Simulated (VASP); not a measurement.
Wanted: the native input for a VASP 6.6.1 run.

* Task: relaxation of cell and atoms
* Functional: PBEsol
* Potentials or basis: VASP PAW PBE potentials, release 64 (Ta_pv, N)
* Cutoff: 600 eV
* k mesh: 6 × 6 × 6
* Occupations: gaussian, width 0.1 eV
* Spin: no spin polarisation
* Dipole correction: no
* Further INCAR settings: ALGO = Normal; EDIFF = 1e-06; IBRION = 2; EDIFFG = -0.015; NSW = 80; ISIF = 3

The structure of TaN lies in POSCAR:

```
TaN
1.0
    2.5894604360     -4.4850770395      0.0000000000
   -5.1789208721      0.0000000000      0.0000000000
    0.0000000000      0.0000000000     -5.7919945411
Ta N
6 6
Direct
    0.3333333333      0.6666666667      0.2500000000
    0.3333333333      0.6666666667      0.7500000000
    0.6666666667      0.3333333333      0.2500000000
    0.6666666667      0.3333333333      0.7500000000
    1.0000000000      1.0000000000      0.5000000000
    1.0000000000      1.0000000000      0.0000000000
    1.0000000000      0.6066290585      0.5000000000
    1.0000000000      0.6066290585      0.0000000000
    0.3933709415      0.3933709415      0.5000000000
    0.3933709415      0.3933709415      0.0000000000
    0.6066290585      1.0000000000      0.5000000000
    0.6066290585      1.0000000000      0.0000000000
```

One way to write it, as run:

INCAR

```
  PREC = Accurate
  ENCUT = 600
  EDIFF = 1E-6
  ISMEAR = 0
  SIGMA = 0.1
  LREAL = F
  LASPH = T
  NELM = 100
  ALGO = Normal
  ISIF = 3
  LWAVE = F
  LCHARG = F
  GGA = PS
  IBRION = 2
  NSW = 80
  EDIFFG = -0.015
```

KPOINTS

```
regular mesh
0
Gamma
  6 6 6
```

Potentials or basis: VASP PAW PBE potentials, release 64 (Ta_pv, N).

The run is started by

```console
$ cat potpaw_PBE.64/Ta_pv/POTCAR potpaw_PBE.64/N/POTCAR > POTCAR
$ mpirun -np 1 vasp_std > vasp.out
```

It gave:

```
Relaxed volume                         : 11.24 Å³/atom
Relaxed cell                           : a = 5.186 Å, b = 5.186 Å, c = 5.790 Å, α = 90.00°, β = 90.00°, γ = 120.00°
Space group after relaxing (to 0.05 Å) : P-62m (No. 189)
Energy gained by relaxing              : 0.1 meV/atom
Ionic steps                            : 4
Pressure after relaxing                : 0.0 GPa
Largest force after relaxing           : 0.007 eV/Å
Band gap on the k mesh                 : zero (band 48 reaches 8.36 eV, above the bottom of band 49 at 8.27 eV)
```

Caveat: the PAW data sets were made with another functional, which shifts forces and pressure a little; spin-orbit coupling is left out, which moves the levels of the heavy elements.

It took 15 min on 1 thread of Oxide Virtual Turin-like Processor, with other jobs on the host, peak memory 0.38 GiB.
